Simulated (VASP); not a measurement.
# BN (F-43m) in VASP: further runs, part 2 of 2

VASP 6.6.1. Earlier steps stand in the parts before.

## 3. Single point, r2SCAN

This run uses another cell than the first one: it holds 2 atoms, not 4.

The input, POSCAR:

```
BN
1.0
    0.0000000000      1.7562429881      1.7562429881
    1.7562429881      0.0000000000      1.7562429881
    1.7562429881      1.7562429881      0.0000000000
B N
1 1
Direct
    0.0000000000      0.0000000000      0.0000000000
    0.7500000000      0.7500000000      0.7500000000
```

The input, INCAR.step1:

```
ALGO = Normal
EDIFF = 1E-5
ENCUT = 660
GGA = PE
GGA_COMPAT = False
ISMEAR = 0
LASPH = True
LCHARG = False
LREAL = False
LWAVE = True
NBANDS = 11
NELM = 120
PREC = Accurate
SIGMA = 0.02
```

The input, INCAR.step2:

```
ALGO = Normal
EDIFF = 1E-6
ENCUT = 660
GGA_COMPAT = False
ISIF = 2
ISMEAR = 0
ISTART = 1
LASPH = True
LCHARG = False
LMIXTAU = True
LREAL = False
LWAVE = False
METAGGA = R2SCAN
NBANDS = 11
NELM = 120
PREC = Accurate
SIGMA = 0.02
```

The input, KPOINTS:

```
k-points
0
Gamma
  12 12 12
```

Potentials or basis: VASP PAW PBE potentials, release 64 (B, N).

Started as:

```sh
cat potpaw_PBE.64/B/POTCAR potpaw_PBE.64/N/POTCAR > POTCAR
cp INCAR.step1 INCAR
mpirun -np 1 vasp_std > vasp.out
cp INCAR.step2 INCAR
mpirun -np 1 vasp_std > vasp.out
```

OUTCAR:

```text
EDIFF = 1E-6
   ENCUT = 660
   ISIF = 2
   ISMEAR = 0
   ISTART = 1
   LASPH = True
   LREAL = False
   METAGGA = R2SCAN
   NELM = 120
   PREC = Accurate

 ion  position               nearest neighbor table
   1  0.000  0.000  0.000-   2 1.52   2 1.52   2 1.52   2 1.52
   2  0.750  0.750  0.750-   1 1.52   1 1.52   1 1.52   1 1.52

  LATTYP: Found a face centered cubic cell.
 ALAT       =     3.5124859762

  Lattice vectors:

 A1 = (   0.0000000000,   1.7562429881,   1.7562429881)
 A2 = (   1.7562429881,   0.0000000000,   1.7562429881)
 A3 = (   1.7562429881,   1.7562429881,   0.0000000000)

Analysis of symmetry for initial positions (statically):
=====================================================================
 Subroutine PRICEL returns:
 Original cell was already a primitive cell.

 Routine SETGRP: Setting up the symmetry group for a
 face centered cubic supercell.

 Subroutine GETGRP returns: Found 24 space group operations
 (whereof 24 operations were pure point group operations)
 out of a pool of 48 trial point group operations.

The static configuration has the point symmetry T_d .

Analysis of symmetry for dynamics (positions and initial velocities):
=====================================================================
 Subroutine PRICEL returns:
 Original cell was already a primitive cell.

 Routine SETGRP: Setting up the symmetry group for a
 face centered cubic supercell.

 Subroutine GETGRP returns: Found 24 space group operations
 (whereof 24 operations were pure point group operations)
 out of a pool of 48 trial point group operations.

The dynamic configuration has the point symmetry T_d .

 Subroutine INISYM returns: Found 24 space group operations
 (whereof 24 operations are pure point group operations),
 and found     1 'primitive' translations

----------------------------------------------------------------------------------------

[... 114 lines left out ...]
  Fermi-wavevector in a.u.,A,eV,Ry     =   1.479711  2.796248 29.790562  2.189545
  Thomas-Fermi vector in A             =   2.593835
   LORBIT       =      0    0 simple, 1 ext, 2 COOP (PROOUT), +10 PAW based schemes
   METAGGA = R2SCAN    functional components
   LHFCALC =     F    Hartree Fock is set to
   AEXX    =    0.0000 exact exchange contribution
   IVDW    =     0    specifies the selected vdW correction
   LEPSILON=     F    determine dielectric tensor
   LRPA    =     F    only Hartree local field effects (RPA)
 non-spin polarized calculation
 Gauss-broadening in eV      SIGMA  =   0.02
  energy-cutoff  :      660.00
  volume of cell :       10.83
 maximum number of plane-waves:       444
 NGX is ok and might be reduce to    24

 number of electron       8.0000000 magnetization

 Free energy of the ion-electron system (eV)
  ---------------------------------------------------
  ext. energy  EPLUGINS =         0.00000000
  ---------------------------------------------------
  free energy    TOTEN  =       -19.06460608 eV

  energy without entropy =      -19.06460608  energy(sigma->0) =      -19.06460608

 E-fermi :   8.6043     XC(G=0): -14.1105

 val. band max:        8.3415992655   @ k =   0.0000   0.0000   0.0000
 cond. band min:      13.4189381599   @ k =   0.5000   0.5000   0.0000
 fundamental gap:      5.0773388945
 Fermi energy:         8.6043229633

 k-point     1 :       0.0000    0.0000    0.0000
  band No.  band energies     occupation
      1     -13.9867      2.00000
      2       8.3416      2.00000
      3       8.3416      2.00000
      4       8.3416      2.00000
      5      18.2916      0.00000
      6      18.2916      0.00000
      7      18.2916      0.00000
      8      20.9286      0.00000
      9      36.2190      0.00000
     10      38.1726      0.00000
     11      38.1726      0.00000
[... 309 lines left out ...]
 k-point    24 :      -0.4167    0.1667    0.0000
  band No.  band energies     occupation
      1      -8.8540      2.00000
      2      -2.8132      2.00000
      3       3.7330      2.00000
      4       5.4369      2.00000
      5      18.7918      0.00000
      6      22.1196      0.00000
      7      22.5146      0.00000
      8      26.3601      0.00000
      9      31.8789      0.00000
     10      36.0541      0.00000
     11      38.4630      0.00000

 [... further k-points ...]
[... 5 lines left out ...]
  --------------------------------------------------------------------------------------
  -------------------------------------------------------------------------------------
  Total        2.6204602      2.6204602      2.6204602     -0.0000000     -0.0000000     -0.0000000
  in kB      387.5291166    387.5291166    387.5291166     -0.0000000     -0.0000000     -0.0000000
  external PRESSURE =     387.5291166 kB  Pullay stress =       0.0000000 kB

 VOLUME and BASIS-vectors are now :
 -----------------------------------------------------------------------------
  energy-cutoff  :      660.00
  volume of cell :       10.83
      direct lattice vectors                 reciprocal lattice vectors
     0.000000000  1.756242988  1.756242988    -0.284698646  0.284698646  0.284698646
     1.756242988  0.000000000  1.756242988     0.284698646 -0.284698646  0.284698646
     1.756242988  1.756242988  0.000000000     0.284698646  0.284698646 -0.284698646

 POSITION                                       TOTAL-FORCE (eV/Angst)
 -----------------------------------------------------------------------------------
      0.00000      0.00000      0.00000         0.000000     -0.000000      0.000000
      2.63436      2.63436      2.63436        -0.000000      0.000000     -0.000000
 -----------------------------------------------------------------------------------
    total drift:                               -0.000000     -0.000000      0.000000

  FREE ENERGIE OF THE ION-ELECTRON SYSTEM (eV)
  ---------------------------------------------------
  free  energy   TOTEN  =       -19.0646060756 eV

  energy  without entropy=      -19.0646060756  energy(sigma->0) =      -19.06460608
```

OUTCAR.step1:

```text
EDIFF = 1E-5
   ENCUT = 660
   GGA = PE
   ISMEAR = 0
   LASPH = True
[... 557 lines left out ...]
 -----------------------------------------------------------------------------------
      0.00000      0.00000      0.00000         0.000000      0.000000     -0.000000
      2.63436      2.63436      2.63436        -0.000000     -0.000000      0.000000
 -----------------------------------------------------------------------------------
    total drift:                               -0.000000     -0.000000      0.000000

  FREE ENERGIE OF THE ION-ELECTRON SYSTEM (eV)
  ---------------------------------------------------
  free  energy   TOTEN  =       -17.3239695560 eV

  energy  without entropy=      -17.3239695560  energy(sigma->0) =      -17.32396956
```

Wall time 17 s (1 thread of Intel Xeon 6975P-C (Granite Rapids), shared host); peak memory 0.14 GiB.

What came out:

- Free energy: -19.0646 eV
- Pressure: 38.8 GPa
- Band gap on the k mesh: 5.08 eV (least direct gap 9.95 eV)

Caveat: the cell stands under pressure; the PAW data sets were made with another functional, which shifts forces and pressure a little.

## 4. Relaxation of cell and atoms, PBE

This run uses another cell than the first one: it holds 2 atoms, not 4.

The input, INCAR:

```
ALGO = Normal
EDIFF = 1E-7
EDIFFG = -0.01
ENCUT = 600
GGA = PE
GGA_COMPAT = F
IBRION = 2
ISIF = 3
ISMEAR = 0
LASPH = T
LCHARG = F
LREAL = F
LWAVE = F
NELM = 120
NELMIN = 4
NSW = 100
PREC = Accurate
SIGMA = 0.02
```

KPOINTS is that of step 3.

The input, POSCAR:

```
BN
1.0
    0.0000000000      1.8123308055      1.8123308055
    1.8123308055      0.0000000000      1.8123308055
    1.8123308055      1.8123308055      0.0000000000
B N
1 1
Direct
    0.0000000000      0.0000000000      0.0000000000
    0.7500000000      0.7500000000      0.7500000000
```

Potentials or basis: VASP PAW PBE potentials, release 64 (B, N).

Started as:

```sh
cat potpaw_PBE.64/B/POTCAR potpaw_PBE.64/N/POTCAR > POTCAR
mpirun -np 1 vasp_std > vasp.out
```

OUTCAR:

```text
EDIFF = 1E-7
   EDIFFG = -0.01
   ENCUT = 600
   GGA = PE
   IBRION = 2
   ISIF = 3
   ISMEAR = 0
   LASPH = T
   LREAL = F
   NELM = 120
   NELMIN = 4
   NSW = 100
   PREC = Accurate

 ion  position               nearest neighbor table
   1  0.000  0.000  0.000-   2 1.57   2 1.57   2 1.57   2 1.57
   2  0.750  0.750  0.750-   1 1.57   1 1.57   1 1.57   1 1.57

  LATTYP: Found a face centered cubic cell.
 ALAT       =     3.6246616110

  Lattice vectors:

 A1 = (   0.0000000000,   1.8123308055,   1.8123308055)
 A2 = (   1.8123308055,   0.0000000000,   1.8123308055)
 A3 = (   1.8123308055,   1.8123308055,   0.0000000000)

Analysis of symmetry for initial positions (statically):
=====================================================================
 Subroutine PRICEL returns:
 Original cell was already a primitive cell.

 Routine SETGRP: Setting up the symmetry group for a
 face centered cubic supercell.

 Subroutine GETGRP returns: Found 24 space group operations
 (whereof 24 operations were pure point group operations)
 out of a pool of 48 trial point group operations.

The static configuration has the point symmetry T_d .

Analysis of symmetry for dynamics (positions and initial velocities):
=====================================================================
 Subroutine PRICEL returns:
 Original cell was already a primitive cell.

 Routine SETGRP: Setting up the symmetry group for a
 face centered cubic supercell.

 Subroutine GETGRP returns: Found 24 space group operations
 (whereof 24 operations were pure point group operations)
 out of a pool of 48 trial point group operations.

The dynamic configuration has the point symmetry T_d .

 Subroutine INISYM returns: Found 24 space group operations
 (whereof 24 operations are pure point group operations),
 and found     1 'primitive' translations

----------------------------------------------------------------------------------------

                                     Primitive cell

  volume of cell :      11.9054

  direct lattice vectors                    reciprocal lattice vectors
     0.000000000  1.812330806  1.812330806    -0.275887823  0.275887823  0.275887823
     1.812330806  0.000000000  1.812330806     0.275887823 -0.275887823  0.275887823
     1.812330806  1.812330806  0.000000000     0.275887823  0.275887823 -0.275887823

  length of vectors
     2.563022805  2.563022805  2.563022805     0.477851726  0.477851726  0.477851726

  position of ions in fractional coordinates (direct lattice)
     0.000000000  0.000000000  0.000000000
     0.750000000  0.750000000  0.750000000

  ion indices of the primitive-cell ions
   primitive index   ion index
                 1           1
                 2           2

----------------------------------------------------------------------------------------

 KPOINTS: k-points

Automatic generation of k-mesh.
 Grid dimensions read from file:
 generate k-points for:   12   12   12

 Generating k-lattice:

  Cartesian coordinates                     Fractional coordinates (reciprocal lattice)
    -0.022990652  0.022990652  0.022990652     0.083333333  0.000000000  0.000000000
     0.022990652 -0.022990652  0.022990652     0.000000000  0.083333333  0.000000000
     0.022990652  0.022990652 -0.022990652     0.000000000  0.000000000  0.083333333

  Length of vectors
     0.039820977  0.039820977  0.039820977

  Shift w.r.t. Gamma in fractional coordinates (k-lattice)
     0.000000000  0.000000000  0.000000000

 Subroutine IBZKPT returns following result:
 ===========================================

 Found     72 irreducible k-points:

 Following reciprocal coordinates:
            Coordinates               Weight
  0.000000  0.000000  0.000000      1.000000
  0.083333  0.000000  0.000000      8.000000
  0.166667  0.000000  0.000000      8.000000
  0.250000  0.000000  0.000000      8.000000
  0.333333  0.000000  0.000000      8.000000
  0.416667  0.000000  0.000000      8.000000
[... 16 lines left out ...]
  0.500000  0.166667  0.000000     24.000000
 -0.416667  0.166667  0.000000     24.000000
 [... further k-points ...]
   k-points           NKPTS =     72   k-points in BZ     NKDIM =     72   number of bands    NBANDS=      8
   number of dos      NEDOS =    301   number of ions     NIONS =      2
   total plane-waves  NPLWV =   8000
   dimension x,y,z NGX =    20 NGY =   20 NGZ =   20
   dimension x,y,z NGXF=    40 NGYF=   40 NGZF=   40
   ions per type =               1   1
   NGX,Y,Z   is equivalent  to a cutoff of  12.97, 12.97, 12.97 a.u.
   NGXF,Y,Z  is equivalent  to a cutoff of  25.95, 25.95, 25.95 a.u.
 SYSTEM =  unknown system
   PREC   = accura    normal or accurate (medium, high low for compatibility)
   ISTART =      0    job   : 0-new  1-cont  2-samecut
   ICHARG =      2    charge: 1-file 2-atom 10-const
   ISPIN  =      1    spin polarized calculation?
   LNONCOLLINEAR =      F non collinear calculations
   LSORBIT =      F    spin-orbit coupling
   LASPH  =      T    aspherical Exc in radial PAW
   ENCUT  =  600.0 eV  44.10 Ry    6.64 a.u.   5.12  5.12  5.12*2*pi/ulx,y,z
   NELM   =    120;   NELMIN=  4; NELMDL= -5     # of ELM steps
   EDIFF  = 0.1E-06   stopping-criterion for ELM
   LREAL  =      F    real-space projection
   EDIFFG = -.1E-01   stopping-criterion for IOM
   NSW    =    100    number of steps for IOM
   IBRION =      2    ionic relax: 0-MD 1-quasi-New 2-CG
   NFREE  =      1    steps in history (QN), initial steepest desc. (CG)
   ISIF   =      3    stress and relaxation
   ISYM   =      2    0-nonsym 1-usesym 2-fastsym
   POTIM  = 0.5000    time-step for ionic-motion
   TEBEG  =    0.0;   TEEND  =   0.0 temperature during run
   PSTRESS=    0.0 pullay stress
   NELECT =       8.0000    total number of electrons
   NUPDOWN=      -1.0000    fix difference up-down
   EMIN   =  10.00;   EMAX   =-10.00  energy-range for DOS
   EFERMI =   0.00;   METHOD = LEGACY
   ISMEAR =     0;   SIGMA  =   0.02  broadening in eV -4-tet -1-fermi 0-gaus
   EFERMI_NEDOS =   21; number of points for ismear=-14 and -15
   IALGO  =     38    algorithm
   IMIX   =      4    mixing-type and parameters
     AMIX     =   0.40;   BMIX     =  1.00
     AMIX_MAG =   1.60;   BMIX_MAG =  1.00
  volume/ion in A,a.u.               =       5.95        40.17
  Fermi-wavevector in a.u.,A,eV,Ry     =   1.433917  2.709710 27.975184  2.056118
  Thomas-Fermi vector in A             =   2.553383
   LORBIT       =      0    0 simple, 1 ext, 2 COOP (PROOUT), +10 PAW based schemes
   GGA     = PE    functional components
   LHFCALC =     F    Hartree Fock is set to
   AEXX    =    0.0000 exact exchange contribution
   IVDW    =     0    specifies the selected vdW correction
   LEPSILON=     F    determine dielectric tensor
   LRPA    =     F    only Hartree local field effects (RPA)
 conjugate gradient relaxation of ions
 non-spin polarized calculation
 Gauss-broadening in eV      SIGMA  =   0.02
  energy-cutoff  :      600.00
  volume of cell :       11.91
 maximum number of plane-waves:       415
   NGX = 11   NGY = 11   NGZ = 11

 number of electron       7.9999999 magnetization

 Free energy of the ion-electron system (eV)
  ---------------------------------------------------
  ext. energy  EPLUGINS =         0.00000000
  ---------------------------------------------------
  free energy    TOTEN  =       -17.45462959 eV

  energy without entropy =      -17.45462959  energy(sigma->0) =      -17.45462959

 E-fermi :   7.4013     XC(G=0): -12.7827

 val. band max:        7.3042832955   @ k =   0.0000   0.0000   0.0000
 cond. band min:      11.7552314923   @ k =   0.5000   0.5000   0.0000
 fundamental gap:      4.4509481968
 Fermi energy:         7.4013146036

 k-point     1 :       0.0000    0.0000    0.0000
  band No.  band energies     occupation
      1     -12.8358      2.00000
      2       7.3043      2.00000
      3       7.3043      2.00000
      4       7.3043      2.00000
      5      16.0859      0.00000
      6      16.0859      0.00000
      7      16.0859      0.00000
      8      17.5243      0.00000
[... 243 lines left out ...]
 k-point    24 :      -0.4167    0.1667    0.0000
  band No.  band energies     occupation
      1      -8.2964      2.00000
      2      -2.6247      2.00000
      3       3.2081      2.00000
      4       4.7579      2.00000
      5      16.5769      0.00000
      6      19.4112      0.00000
      7      19.4871      0.00000
      8      22.8902      0.00000

 [... further k-points ...]
[... 5 lines left out ...]
  --------------------------------------------------------------------------------------
  -------------------------------------------------------------------------------------
  Total       -0.0025143     -0.0025143     -0.0025143     -0.0000000      0.0000000     -0.0000000
  in kB       -0.3383680     -0.3383680     -0.3383680     -0.0000000      0.0000000     -0.0000000
  external PRESSURE =      -0.3383680 kB  Pullay stress =       0.0000000 kB

 VOLUME and BASIS-vectors are now :
 -----------------------------------------------------------------------------
  energy-cutoff  :      600.00
  volume of cell :       11.91
      direct lattice vectors                 reciprocal lattice vectors
     0.000000000  1.812330806  1.812330806    -0.275887823  0.275887823  0.275887823
     1.812330806  0.000000000  1.812330806     0.275887823 -0.275887823  0.275887823
     1.812330806  1.812330806  0.000000000     0.275887823  0.275887823 -0.275887823

 POSITION                                       TOTAL-FORCE (eV/Angst)
 -----------------------------------------------------------------------------------
      0.00000      0.00000      0.00000         0.000000      0.000000     -0.000000
      2.71850      2.71850      2.71850        -0.000000     -0.000000      0.000000
 -----------------------------------------------------------------------------------
    total drift:                               -0.000000     -0.000000     -0.000000

  FREE ENERGIE OF THE ION-ELECTRON SYSTEM (eV)
  ---------------------------------------------------
  free  energy   TOTEN  =       -17.4546295865 eV

  energy  without entropy=      -17.4546295865  energy(sigma->0) =      -17.45462959

 reached required accuracy - stopping structural energy minimisation
```

It took 3.5 s on 1 thread of Intel Xeon 6975P-C (Granite Rapids), shared host; peak memory 0.12 GiB.

Results:

```
Free energy             : -17.4546 eV
Pressure after relaxing : 0.0 GPa
Band gap on the k mesh  : 4.45 eV (least direct gap 8.78 eV)
```

Final structure:
```
B N
1.0
     0.00000    1.81233    1.81233
     1.81233    0.00000    1.81233
     1.81233    1.81233    0.00000
B N
1 1
Direct
  0.00000 0.00000 0.00000
  0.75000 0.75000 0.75000
```

Levels at points of the mesh, in eV from the valence-band top:
```tsv
k point	band 1	band 2	band 3	band 4	band 5	band 6	band 7	band 8
(0.00, 0.00, 0.00)	-20.14	0.00	0.00	0.00	8.78	8.78	8.78	10.22
(0.50, 0.00, 0.00)	-15.96	-10.62	-1.93	-1.93	10.04	10.66	10.66	15.18
(0.50, 0.50, 0.00)	-14.61	-8.86	-4.86	-4.86	4.45	9.19	17.80	17.80
```

Caveat: the relaxation stopped at its first step, so nothing moved.

## 5. Overview

```csv
task,level,cell,k mesh,cutoff (eV),smearing,gap on the mesh (eV),pressure (GPa)
single point,PBE,"a = 2.563, b = 2.563, c = 4.439 Å, angles 73.2, 73.2, 60.0°, 4 atoms, atomic positions A",6 × 6 × 6,600,gaussian 0.1 eV,4.45,0.0
single point,r2SCAN,"a = 2.484 Å, angles 60.0°, 2 atoms, atomic positions B",12 × 12 × 12,660,gaussian 0.02 eV,5.08,38.8
relaxation of cell and atoms,PBE,"relaxed from a = 2.563 Å, angles 60.0°, 2 atoms, atomic positions B",12 × 12 × 12,600,gaussian 0.02 eV,4.45,0.0
```

Alike in all rows: potentials or basis VASP PAW PBE potentials, release 64 (B, N); no spin polarisation.

Caveats: some runs use coarse meshes; the cell stands under pressure (at least some runs); the PAW data sets were made with another functional, which shifts forces and pressure a little (at least some runs); the relaxation stopped at its first step, so nothing moved (at least some runs).

Total energies depend on the potentials used, so only differences within one code and one set of settings carry meaning.
